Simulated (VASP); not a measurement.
# BeZn15O16 (a cell with a defect) in VASP: electric field gradients with PBE

Aim: the electric field gradients of BeZn15O16 (a cell with a defect) with PBE.

All numbers are computed with VASP 6.6.1; they aren't measurements. Logs are shortened: lines on timing, memory, paths and dates and some standing lists are left out, and cuts for length are marked.

## Step 1: The cell of the first run

The cell holds a defect, 32 atoms: a = 6.499 Å, b = 6.499 Å, c = 10.411 Å, α = 90.00°, β = 90.00°, γ = 120.00°.

## Step 2: Electric field gradients, PBE

Contents of INCAR:

```
PREC = Accurate
ENCUT = 520
EDIFF = 1E-8
ISMEAR = -1
SIGMA = 0.01
LREAL = Auto
LASPH = T
NELM = 80
ALGO = Normal
ISIF = 2
LWAVE = F
LCHARG = F
GGA = PE
LEFG = T
NBANDS = 161
LUSENCCL = F
```

Contents of KPOINTS:

```
regular mesh
0
Gamma
  3 3 2
```

Contents of POSCAR:

```
BeZn15O16
1.0
    6.4986160000      0.0000000000      0.0000000000
   -3.2493080000      5.6279665454      0.0000000000
    0.0000000000      0.0000000000     10.4114180000
Be Zn O
1 15 16
Direct
    0.1666666666      0.3333333334      0.2500000000
    0.1666666666      0.3333333334      0.7500000000
    0.1666666666      0.8333333334      0.2500000000
    0.1666666666      0.8333333334      0.7500000000
    0.6666666666      0.3333333334      0.2500000000
    0.6666666666      0.3333333334      0.7500000000
    0.6666666666      0.8333333334      0.2500000000
    0.6666666666      0.8333333334      0.7500000000
    0.3333333334      0.1666666666      0.0000000000
    0.3333333334      0.1666666666      0.5000000000
    0.3333333334      0.6666666666      0.0000000000
    0.3333333334      0.6666666666      0.5000000000
    0.8333333334      0.1666666666      0.0000000000
    0.8333333334      0.1666666666      0.5000000000
    0.8333333334      0.6666666666      0.0000000000
    0.8333333334      0.6666666666      0.5000000000
    0.3333333334      0.1666666666      0.1895050000
    0.3333333334      0.1666666666      0.6895050000
    0.3333333334      0.6666666666      0.1895050000
    0.3333333334      0.6666666666      0.6895050000
    0.8333333334      0.1666666666      0.1895050000
    0.8333333334      0.1666666666      0.6895050000
    0.8333333334      0.6666666666      0.1895050000
    0.8333333334      0.6666666666      0.6895050000
    0.1666666666      0.3333333334      0.4395050000
    0.1666666666      0.3333333334      0.9395050000
    0.1666666666      0.8333333334      0.4395050000
    0.1666666666      0.8333333334      0.9395050000
    0.6666666666      0.3333333334      0.4395050000
    0.6666666666      0.3333333334      0.9395050000
    0.6666666666      0.8333333334      0.4395050000
    0.6666666666      0.8333333334      0.9395050000
```

Potentials or basis: VASP PAW PBE potentials, release 64 (Be, Zn, O).

Launch:

```bash
> cat potpaw_PBE.64/Be/POTCAR potpaw_PBE.64/Zn/POTCAR potpaw_PBE.64/O/POTCAR > POTCAR
> mpirun -np 1 vasp_std > vasp.out
```

OUTCAR:

```text
PREC = Accurate
   ENCUT = 520
   EDIFF = 1E-8
   ISMEAR = -1
   LREAL = Auto
   LASPH = T
   NELM = 80
   ISIF = 2
   GGA = PE

 ion  position               nearest neighbor table
   1  0.167  0.333  0.250-  25 1.97  19 1.98  21 1.98  17 1.98
   2  0.167  0.333  0.750-  26 1.97  20 1.98  22 1.98  18 1.98
   3  0.167  0.833  0.250-  27 1.97  17 1.98  23 1.98  19 1.98
   4  0.167  0.833  0.750-  28 1.97  18 1.98  24 1.98  20 1.98
   5  0.667  0.333  0.250-  29 1.97  23 1.98  17 1.98  21 1.98
   6  0.667  0.333  0.750-  30 1.97  24 1.98  18 1.98  22 1.98
[... 24 lines left out ...]
  31  0.667  0.833  0.440-   7 1.97  14 1.98  12 1.98  16 1.98
  32  0.667  0.833  0.940-   8 1.97  13 1.98  11 1.98  15 1.98

  LATTYP: Found a hexagonal cell.
 ALAT       =     6.4986160000
 C/A-ratio  =     1.6020977390

  Lattice vectors:

 A1 = (   6.4986160000,   0.0000000000,   0.0000000000)
 A2 = (  -3.2493080000,   5.6279665454,   0.0000000000)
 A3 = (   0.0000000000,   0.0000000000,  10.4114180000)

Analysis of symmetry for initial positions (statically):
=====================================================================
 Subroutine PRICEL returns:
 Original cell was already a primitive cell.

 Routine SETGRP: Setting up the symmetry group for a
 hexagonal supercell.

 Subroutine GETGRP returns: Found  6 space group operations
 (whereof  2 operations were pure point group operations)
 out of a pool of 24 trial point group operations.

The static configuration has the point symmetry C_1h.
 The point group associated with its full space group is C_3v.

Analysis of symmetry for dynamics (positions and initial velocities):
=====================================================================
 Subroutine PRICEL returns:
 Original cell was already a primitive cell.

 Routine SETGRP: Setting up the symmetry group for a
 hexagonal supercell.

 Subroutine GETGRP returns: Found  6 space group operations
 (whereof  2 operations were pure point group operations)
 out of a pool of 24 trial point group operations.

[... 1118 lines left out ...]
    151       7.8503      0.00000
 [bands above 151 left out]

------------------------ aborting loop because EDIFF is reached ----------------------------------------

  FORCE on cell =-STRESS in cart. coord.  units (eV):
  Direction    XX          YY          ZZ          XY          YZ          ZX
  --------------------------------------------------------------------------------------
  -------------------------------------------------------------------------------------
  Total        5.6752709      5.6752709      9.8586842      0.0000000      0.0000000     -0.0000000
  in kB       23.8789328     23.8789328     41.4808143      0.0000000      0.0000000     -0.0000000
  external PRESSURE =      29.7462266 kB  Pullay stress =       0.0000000 kB

 VOLUME and BASIS-vectors are now :
 -----------------------------------------------------------------------------
  energy-cutoff  :      520.00
  volume of cell :      380.79
      direct lattice vectors                 reciprocal lattice vectors
     6.498616000  0.000000000  0.000000000     0.153878918  0.088842035 -0.000000000
    -3.249308000  5.627966545  0.000000000     0.000000000  0.177684070  0.000000000
     0.000000000  0.000000000 10.411418000     0.000000000 -0.000000000  0.096048396

 POSITION                                       TOTAL-FORCE (eV/Angst)
 -----------------------------------------------------------------------------------
     -0.00000      1.87599      2.60285         0.000000      0.000000      0.127308
     -0.00000      1.87599      7.80856         0.000000      0.000000     -0.045033
     -1.62465      4.68997      2.60285        -0.071427     -0.041239     -0.017530
     -1.62465      4.68997      7.80856        -0.001806     -0.001043     -0.078038
      3.24931      1.87599      2.60285        -0.000000      0.082477     -0.017530
      3.24931      1.87599      7.80856         0.000000      0.002086     -0.078038
[... 24 lines left out ...]
      1.62465      4.68997      4.57587        -0.005785      0.003340      0.082943
      1.62465      4.68997      9.78158        -0.012858      0.007423      0.085048
 -----------------------------------------------------------------------------------
    total drift:                               -0.000005      0.000002     -0.120615

  FREE ENERGIE OF THE ION-ELECTRON SYSTEM (eV)
  ---------------------------------------------------
  free  energy   TOTEN  =      -146.0711127539 eV

  energy  without entropy=     -146.0711127539  energy(sigma->0) =     -146.07111275

 Electric field gradients (V/A^2)
---------------------------------------------------------------------
 ion       V_xx      V_yy      V_zz      V_xy      V_xz      V_yz
---------------------------------------------------------------------
   1      -0.059    -0.060     0.119    -0.001    -0.000     0.000
   2      -0.302    -0.303     0.605    -0.001    -0.000     0.000
   3      -0.051    -0.466     0.516     0.361    -1.275    -0.736
   4      -0.504    -0.502     1.006    -0.003    -0.041    -0.023
   5      -0.675     0.159     0.516     0.001    -0.000     1.472
   6      -0.500    -0.507     1.006    -0.001    -0.000     0.047
[... 24 lines left out ...]
  31       0.971     0.409    -1.380    -0.486     0.163    -0.094
  32       0.930     0.683    -1.613    -0.214    -0.396     0.228
---------------------------------------------------------------------

 Electric field gradients after diagonalization (V/A^2)
 (convention: |V_zz| > |V_xx| > |V_yy|)
----------------------------------------------------------------------
 ion       V_xx      V_yy      V_zz     asymmetry (V_yy - V_xx)/ V_zz
----------------------------------------------------------------------
   1      -0.061    -0.058     0.119       0.025
   2      -0.304    -0.301     0.605       0.004
   3      -1.146    -0.675     1.821       0.259
   4      -0.508    -0.500     1.008       0.008
   5      -1.146    -0.675     1.821       0.259
   6      -0.508    -0.500     1.008       0.008
[... 24 lines left out ...]
  31       1.265     0.129    -1.394       0.815
  32       1.130     0.559    -1.689       0.338
----------------------------------------------------------------------

           NMR quadrupolar parameters

 Cq : quadrupolar parameter    Cq=e*Q*V_zz/h
 eta: asymmetry parameters     (V_yy - V_xx)/ V_zz
 Q  : nuclear electric quadrupole moment in mb (millibarn)
----------------------------------------------------------------------
 ion       Cq(MHz)       eta       Q (mb)
----------------------------------------------------------------------
   1       0.000       0.025       1.000
   2       0.001       0.004       1.000
   3       0.004       0.259       1.000
   4       0.002       0.008       1.000
   5       0.004       0.259       1.000
   6       0.002       0.008       1.000
[... 24 lines left out ...]
  31      -0.003       0.815       1.000
  32      -0.004       0.338       1.000
----------------------------------------------------------------------
```

It took 3 min on 1 × NVIDIA H100 80GB with 1 thread of AMD EPYC 7R13 (Zen 3), shared host; peak memory 1.6 GiB.

What came out:

```yaml
Free_energy: -146.0711 eV
Pressure: 3.0 GPa
Largest_force: 2.361 eV/Å
Band_gap_on_the_k_mesh: 0.89 eV
Largest_electric_field_gradient_by_atom: Be +0.1; Zn +0.6, +1.8, +1.0, +1.3, -1.3, +1.2 (each value once); O +6.4, -1.8, -1.1, -1.9, +4.2, -2.3, -1.4, -1.7 (each value once) V/Å²
```

Forces in eV/Å, atoms in the order of the input:
```
Be   0.000  0.000  0.127
Zn   0.000  0.000 -0.045
Zn  -0.071 -0.041 -0.018
Zn  -0.002 -0.001 -0.078
Zn   0.000  0.082 -0.018
Zn   0.000  0.002 -0.078
Zn   0.071 -0.041 -0.018
Zn   0.002 -0.001 -0.078
Zn  -0.069  0.040 -0.057
Zn  -0.001  0.000 -0.151
Zn   0.000 -0.079 -0.057
Zn   0.000 -0.001 -0.151
Zn   0.069  0.040 -0.057
Zn   0.001  0.000 -0.151
Zn   0.000  0.000 -0.047
Zn   0.000  0.000 -0.094
O   -1.913  1.104  0.817
O   -0.007  0.004  0.064
O    0.000 -2.208  0.817
O    0.000 -0.008  0.064
O    1.913  1.104  0.817
O    0.007  0.004  0.064
O    0.000  0.000  0.053
O    0.000  0.000  0.085
O    0.000  0.000 -2.361
O    0.000  0.000  0.047
O    0.006  0.003  0.083
O    0.013  0.007  0.085
O    0.000 -0.007  0.083
O    0.000 -0.015  0.085
O   -0.006  0.003  0.083
O   -0.013  0.007  0.085
```

Stress tensor (GPa, compression positive):
```
2.39 0.00 0.00
0.00 2.39 0.00
0.00 0.00 4.15
```

Levels at points of the mesh, in eV from the valence-band top:
| k point | band 136 | band 137 | band 138 | band 139 | band 140 | band 141 | band 142 | band 143 |
| --- | --- | --- | --- | --- | --- | --- | --- | --- |
| (0.00, 0.00, 0.00) | -0.35 | -0.08 | 0.00 | 0.00 | 0.89 | 3.50 | 3.56 | 5.25 |
| (0.00, 0.00, 0.50) | -0.16 | -0.16 | -0.07 | -0.07 | 1.96 | 2.05 | 4.75 | 4.77 |

Electric field gradients, principal values (V/Å²):
```tsv
atom	least	middle	greatest (by size)
1 Be	-0.058	-0.061	0.119
2 Zn	-0.301	-0.304	0.605
3 Zn	-0.675	-1.146	1.821
4 Zn	-0.500	-0.508	1.008
5 Zn	-0.675	-1.146	1.821
6 Zn	-0.500	-0.508	1.008
7 Zn	-0.680	-1.143	1.823
8 Zn	-0.502	-0.506	1.008
9 Zn	-0.607	-0.737	1.344
10 Zn	0.041	1.214	-1.256
11 Zn	-0.609	-0.735	1.344
12 Zn	0.040	1.214	-1.254
13 Zn	-0.609	-0.735	1.344
14 Zn	0.040	1.214	-1.254
15 Zn	-0.309	-0.312	0.621
16 Zn	-0.604	-0.607	1.211
17 O	-1.761	-4.639	6.400
18 O	0.732	1.082	-1.814
19 O	-1.755	-4.639	6.394
20 O	0.739	1.075	-1.814
21 O	-1.755	-4.639	6.394
22 O	0.739	1.075	-1.814
23 O	0.524	0.533	-1.057
24 O	0.949	0.958	-1.907
25 O	-2.101	-2.110	4.211
26 O	1.169	1.177	-2.346
27 O	0.135	1.259	-1.394
28 O	0.566	1.124	-1.689
29 O	0.135	1.259	-1.394
30 O	0.566	1.124	-1.689
31 O	0.129	1.265	-1.394
32 O	0.559	1.130	-1.689
```

Caveat: without QUAD_EFG the Cq values of the log hold for a quadrupole moment of 1 mb, not for the nuclei.
